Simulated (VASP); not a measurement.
# CuI (P4/nmm) in VASP: a series of runs

Runs on CuI. Level: PBEsol. Tasks: single point.

Program: VASP 6.6.1. These are calculated values, not measurements. Logs are shortened: lines on timing, memory, paths and dates and some standing lists are left out, and cuts for length are marked.

### Step 1. The cell of the first run

It takes space group P4/nmm (No. 129, tetragonal). Conventional cell: a = 3.985 Å, b = 3.985 Å, c = 6.493 Å, α = 90.00°, β = 90.00°, γ = 90.00°. Cu (site symmetry -4m2) has 4 I at 2.62 Å and 4 Cu at 2.82 Å within 3.5 Å. Within 3.5 Å of I (site symmetry 4mm) lie 4 Cu at 2.62 Å.

### Step 2. Single point, PBEsol (in-plane strain -0.005)

Input file INCAR:

```
SYSTEM = CuI
PREC     = Accurate       ! precision mode
ENCUT    = 520            ! plane-wave cutoff, eV
EDIFF    = 1E-6           ! SCF threshold, eV
ISMEAR   = 0              ! smearing method
SIGMA    = 0.01           ! smearing width, eV
LREAL    = .False.        ! projectors in reciprocal space
LASPH    = .True.         ! aspherical terms in the spheres
NELM     = 60             ! most SCF steps
ALGO     = Normal         ! electronic algorithm
ISIF     = 2              ! what is computed and relaxed
LWAVE    = .False.        ! write WAVECAR
LCHARG   = .False.        ! write CHGCAR
GGA      = PS             ! functional
NBANDS   = 26             ! bands
```

Input file KPOINTS:

```
regular mesh
0
Gamma
  6 6 4
  0 0 0
```

Input file POSCAR:

```
CuI
1.0
    3.9853775980      0.0000000000      0.0000000000
    0.0000000000      3.9853775980      0.0000000000
    0.0000000000      0.0000000000      6.4933967774
Cu I
2 2
Direct
    0.0000000000      0.0000000000      0.0000000000
    0.5000000000      0.5000000000      0.0000000000
    0.0000000000      0.5000000000      0.2614660850
    0.5000000000      0.0000000000      0.7385339150
```

Potentials or basis: VASP PAW PBE potentials, release 64 (Cu, I).

Command:

```sh
> cat potpaw_PBE.64/Cu/POTCAR potpaw_PBE.64/I/POTCAR > POTCAR
> mpirun -np 1 vasp_std > vasp.out
```

OUTCAR:

```text
SYSTEM = CuI
   PREC = Accurate
   ENCUT = 520
   EDIFF = 1E-6
   ISMEAR = 0
   LREAL = .False.
   LASPH = .True.
   NELM = 60
   ISIF = 2
   GGA = PS

 ion  position               nearest neighbor table
   1  0.000  0.000  0.000-   3 2.62   4 2.62   3 2.62   4 2.62
   2  0.500  0.500  0.000-   3 2.62   4 2.62   4 2.62   3 2.62
   3  0.000  0.500  0.261-   1 2.62   2 2.62   1 2.62   2 2.62
   4  0.500  0.000  0.739-   1 2.62   2 2.62   2 2.62   1 2.62

  LATTYP: Found a simple tetragonal cell.
 ALAT       =     3.9853775980
 C/A-ratio  =     1.6293052836

  Lattice vectors:

 A1 = (   3.9853775980,   0.0000000000,   0.0000000000)
 A2 = (   0.0000000000,   3.9853775980,   0.0000000000)
 A3 = (   0.0000000000,   0.0000000000,   6.4933967774)

Analysis of symmetry for initial positions (statically):
=====================================================================
 Subroutine PRICEL returns:
 Original cell was already a primitive cell.

 Routine SETGRP: Setting up the symmetry group for a
 simple tetragonal supercell.

 Subroutine GETGRP returns: Found 16 space group operations
 (whereof  8 operations were pure point group operations)
 out of a pool of 16 trial point group operations.

The static configuration has the point symmetry D_2d.
 The point group associated with its full space group is D_4h.

Analysis of symmetry for dynamics (positions and initial velocities):
=====================================================================
 Subroutine PRICEL returns:
 Original cell was already a primitive cell.

 Routine SETGRP: Setting up the symmetry group for a
 simple tetragonal supercell.

 Subroutine GETGRP returns: Found 16 space group operations
 (whereof  8 operations were pure point group operations)
 out of a pool of 16 trial point group operations.

The dynamic configuration has the point symmetry D_2d.
 The point group associated with its full space group is D_4h.

 Subroutine INISYM returns: Found 16 space group operations
 (whereof  8 operations are pure point group operations),
 and found     1 'primitive' translations

----------------------------------------------------------------------------------------

                                     Primitive cell

  volume of cell :     103.1361

  direct lattice vectors                    reciprocal lattice vectors
     3.985377598  0.000000000  0.000000000     0.250917253  0.000000000  0.000000000
     0.000000000  3.985377598  0.000000000     0.000000000  0.250917253  0.000000000
     0.000000000  0.000000000  6.493396777     0.000000000  0.000000000  0.154002602

  length of vectors
     3.985377598  3.985377598  6.493396777     0.250917253  0.250917253  0.154002602

  position of ions in fractional coordinates (direct lattice)
     0.000000000  0.000000000  0.000000000
     0.500000000  0.500000000  0.000000000
     0.000000000  0.500000000  0.261466085
     0.500000000  0.000000000  0.738533915

  ion indices of the primitive-cell ions
   primitive index   ion index
                 1           1
                 2           2
                 3           3
                 4           4

----------------------------------------------------------------------------------------

 KPOINTS: regular mesh

Automatic generation of k-mesh.
 Grid dimensions read from file:
 generate k-points for:    6    6    4

 Generating k-lattice:

  Cartesian coordinates                     Fractional coordinates (reciprocal lattice)
     0.041819542  0.000000000  0.000000000     0.166666667  0.000000000  0.000000000
     0.000000000  0.041819542  0.000000000     0.000000000  0.166666667  0.000000000
     0.000000000  0.000000000  0.038500651     0.000000000  0.000000000  0.250000000

  Length of vectors
     0.041819542  0.041819542  0.038500651

  Shift w.r.t. Gamma in fractional coordinates (k-lattice)
     0.000000000  0.000000000  0.000000000

 Subroutine IBZKPT returns following result:
 ===========================================

 Found     30 irreducible k-points:

 Following reciprocal coordinates:
            Coordinates               Weight
  0.000000  0.000000  0.000000      1.000000
  0.166667  0.000000  0.000000      4.000000
  0.333333  0.000000  0.000000      4.000000
  0.500000  0.000000  0.000000      2.000000
  0.166667  0.166667  0.000000      4.000000
  0.333333  0.166667  0.000000      8.000000
[... 16 lines left out ...]
  0.333333  0.000000  0.500000      4.000000
  0.500000  0.000000  0.500000      2.000000
 [... further k-points ...]
   k-points           NKPTS =     30   k-points in BZ     NKDIM =     30   number of bands    NBANDS=     26
   number of dos      NEDOS =    301   number of ions     NIONS =      4
   total plane-waves  NPLWV =  43200
   dimension x,y,z NGX =    30 NGY =   30 NGZ =   48
   dimension x,y,z NGXF=    60 NGYF=   60 NGZF=   96
   ions per type =               2   2
   NGX,Y,Z   is equivalent  to a cutoff of  12.51, 12.51, 12.29 a.u.
   NGXF,Y,Z  is equivalent  to a cutoff of  25.03, 25.03, 24.58 a.u.
 SYSTEM =  CuI
   PREC   = accura    normal or accurate (medium, high low for compatibility)
   ISTART =      0    job   : 0-new  1-cont  2-samecut
   ICHARG =      2    charge: 1-file 2-atom 10-const
   ISPIN  =      1    spin polarized calculation?
   LNONCOLLINEAR =      F non collinear calculations
   LSORBIT =      F    spin-orbit coupling
   LASPH  =      T    aspherical Exc in radial PAW
   ENCUT  =  520.0 eV  38.22 Ry    6.18 a.u.   7.41  7.41 12.07*2*pi/ulx,y,z
   NELM   =     60;   NELMIN=  2; NELMDL= -5     # of ELM steps
   EDIFF  = 0.1E-05   stopping-criterion for ELM
   LREAL  =      F    real-space projection
   EDIFFG = 0.1E-04   stopping-criterion for IOM
   NSW    =      0    number of steps for IOM
   IBRION =     -1    ionic relax: 0-MD 1-quasi-New 2-CG
   NFREE  =      0    steps in history (QN), initial steepest desc. (CG)
   ISIF   =      2    stress and relaxation
   ISYM   =      2    0-nonsym 1-usesym 2-fastsym
   POTIM  = 0.5000    time-step for ionic-motion
   TEBEG  =    0.0;   TEEND  =   0.0 temperature during run
   PSTRESS=    0.0 pullay stress
   NELECT =      36.0000    total number of electrons
   NUPDOWN=      -1.0000    fix difference up-down
   EMIN   =  10.00;   EMAX   =-10.00  energy-range for DOS
   EFERMI =   0.00;   METHOD = LEGACY
   ISMEAR =     0;   SIGMA  =   0.01  broadening in eV -4-tet -1-fermi 0-gaus
   EFERMI_NEDOS =   21; number of points for ismear=-14 and -15
   IALGO  =     38    algorithm
   IMIX   =      4    mixing-type and parameters
     AMIX     =   0.40;   BMIX     =  1.00
     AMIX_MAG =   1.60;   BMIX_MAG =  1.00
  volume/ion in A,a.u.               =      25.78       174.00
  Fermi-wavevector in a.u.,A,eV,Ry     =   1.152671  2.178232 18.077387  1.328650
  Thomas-Fermi vector in A             =   2.289320
   LORBIT       =      0    0 simple, 1 ext, 2 COOP (PROOUT), +10 PAW based schemes
   GGA     = PS    functional components
   LHFCALC =     F    Hartree Fock is set to
   AEXX    =    0.0000 exact exchange contribution
   IVDW    =     0    specifies the selected vdW correction
   LEPSILON=     F    determine dielectric tensor
   LRPA    =     F    only Hartree local field effects (RPA)
 non-spin polarized calculation
 Gauss-broadening in eV      SIGMA  =   0.01
  energy-cutoff  :      520.00
  volume of cell :      103.14
 maximum number of plane-waves:      2824
 NGX is ok and might be reduce to    30
   NGX = 15   NGY = 15   NGZ = 25

 number of electron      36.0000028 magnetization

 Free energy of the ion-electron system (eV)
  ---------------------------------------------------
  ext. energy  EPLUGINS =         0.00000000
  ---------------------------------------------------
  free energy    TOTEN  =       -12.64198622 eV

  energy without entropy =      -12.64198622  energy(sigma->0) =      -12.64198622

 E-fermi :   5.0147     XC(G=0):  -9.4697

 val. band max:        4.9572087740   @ k =   0.0000   0.0000   0.0000
 cond. band min:       6.4978382714   @ k =   0.0000   0.0000   0.0000
 fundamental gap:      1.5406294973
 Fermi energy:         5.0147113500

 k-point     1 :       0.0000    0.0000    0.0000
  band No.  band energies     occupation
      1      -9.2536      2.00000
      2      -8.4767      2.00000
      3      -1.2447      2.00000
      4       0.9183      2.00000
      5       1.1745      2.00000
      6       1.1745      2.00000
[... 18 lines left out ...]
     25      13.2073      0.00000
     26      13.6009      0.00000

 k-point     2 :       0.1667    0.0000    0.0000
  band No.  band energies     occupation
      1      -9.1356      2.00000
      2      -8.4440      2.00000
      3      -1.0483      2.00000
      4       0.8248      2.00000
      5       0.8324      2.00000
      6       1.1034      2.00000
[... 18 lines left out ...]
     25      13.1378      0.00000
     26      13.5809      0.00000

 k-point     3 :       0.3333    0.0000    0.0000
  band No.  band energies     occupation
      1      -8.8422      2.00000
      2      -8.4180      2.00000
      3      -0.5738      2.00000
      4      -0.0779      2.00000
      5       0.1849      2.00000
      6       0.9174      2.00000
[... 18 lines left out ...]
     25      12.0058      0.00000
     26      12.4536      0.00000

 k-point     4 :       0.5000    0.0000    0.0000
  band No.  band energies     occupation
      1      -8.5453      2.00000
      2      -8.5453      2.00000
      3      -0.4929      2.00000
      4      -0.4929      2.00000
      5       0.4407      2.00000
      6       0.4407      2.00000
[... 18 lines left out ...]
     25      11.5792      0.00000
     26      11.5792      0.00000
[... 496 lines left out ...]
      1      -8.9331      2.00000
      2      -8.6908      2.00000
      3      -0.4983      2.00000
      4       0.0634      2.00000
      5       0.8838      2.00000
      6       1.1173      2.00000
[... 18 lines left out ...]
     25      10.8964      0.00000
     26      13.1341      0.00000

 k-point    23 :       0.3333    0.0000    0.5000
  band No.  band energies     occupation
      1      -8.7076      2.00000
      2      -8.5614      2.00000
      3      -0.7828      2.00000
      4      -0.4913      2.00000
      5       0.8482      2.00000
      6       1.0405      2.00000
[... 18 lines left out ...]
     25      12.3097      0.00000
     26      12.8712      0.00000

 k-point    24 :       0.5000    0.0000    0.5000
  band No.  band energies     occupation
      1      -8.5385      2.00000
      2      -8.5385      2.00000
      3      -0.9495      2.00000
      4      -0.9495      2.00000
      5       1.0260      2.00000
      6       1.0260      2.00000
[... 18 lines left out ...]
     25      12.8685      0.00000
     26      12.8685      0.00000

 [... further k-points ...]

------------------------ aborting loop because EDIFF is reached ----------------------------------------

  FORCE on cell =-STRESS in cart. coord.  units (eV):
  Direction    XX          YY          ZZ          XY          YZ          ZX
  --------------------------------------------------------------------------------------
  -------------------------------------------------------------------------------------
  Total        0.3764938      0.3764938      0.2365923      0.0000000      0.0000000      0.0000000
  in kB        5.8486761      5.8486761      3.6753635      0.0000000      0.0000000      0.0000000
  external PRESSURE =       5.1242385 kB  Pullay stress =       0.0000000 kB

 VOLUME and BASIS-vectors are now :
 -----------------------------------------------------------------------------
  energy-cutoff  :      520.00
  volume of cell :      103.14
      direct lattice vectors                 reciprocal lattice vectors
     3.985377598  0.000000000  0.000000000     0.250917253  0.000000000  0.000000000
     0.000000000  3.985377598  0.000000000     0.000000000  0.250917253  0.000000000
     0.000000000  0.000000000  6.493396777     0.000000000  0.000000000  0.154002602

 POSITION                                       TOTAL-FORCE (eV/Angst)
 -----------------------------------------------------------------------------------
      0.00000      0.00000      0.00000        -0.000000      0.000000      0.000000
      1.99269      1.99269      0.00000         0.000000     -0.000000      0.000000
      0.00000      1.99269      1.69780        -0.000000     -0.000000      0.065281
      1.99269      0.00000      4.79559        -0.000000      0.000000     -0.065281
 -----------------------------------------------------------------------------------
    total drift:                                0.000000      0.000000      0.000000

  FREE ENERGIE OF THE ION-ELECTRON SYSTEM (eV)
  ---------------------------------------------------
  free  energy   TOTEN  =       -12.6419862176 eV

  energy  without entropy=      -12.6419862176  energy(sigma->0) =      -12.64198622
```

Wall time 2.2 min (1 thread of Intel Xeon 8259CL, shared host); peak memory 0.24 GiB.

Results:

```
Free energy            : -12.6420 eV
Pressure               : 0.5 GPa
Largest force          : 0.065 eV/Å
Band gap on the k mesh : 1.54 eV
```

Forces in eV/Å, atoms in the order of the input:
```
Cu   0.000  0.000  0.000
Cu   0.000  0.000  0.000
I    0.000  0.000  0.065
I    0.000  0.000 -0.065
```

Levels at points of the mesh, in eV from the valence-band top:
```csv
k point,band 15,band 16,band 17,band 18,band 19,band 20,band 21,band 22
"(0.00, 0.00, 0.00)",-1.29,-0.99,0.00,0.00,1.54,3.18,3.33,4.89
"(0.50, 0.00, 0.00)",-1.31,-1.31,-0.50,-0.50,3.72,3.72,4.83,4.83
"(0.50, 0.50, 0.00)",-1.86,-1.86,-1.21,-1.21,2.48,2.48,2.59,2.59
"(0.00, 0.00, 0.50)",-1.44,-1.29,-0.35,-0.35,3.33,3.42,3.48,4.26
"(0.50, 0.00, 0.50)",-0.87,-0.87,-0.48,-0.48,2.13,2.13,5.09,5.09
"(0.50, 0.50, 0.50)",-1.87,-1.87,-1.11,-1.11,3.91,3.91,4.07,4.07
```

Caveat: the cell differs from its parent crystal (in-plane strain -0.005); the PAW data sets were made with another functional, which shifts forces and pressure a little; spin-orbit coupling is left out, which moves the levels of the heavy elements; this functional lacks dispersion, which binds the layers, so the pressure and a relaxed spacing across them are unreliable.

(Continued in part 2 of 2.)
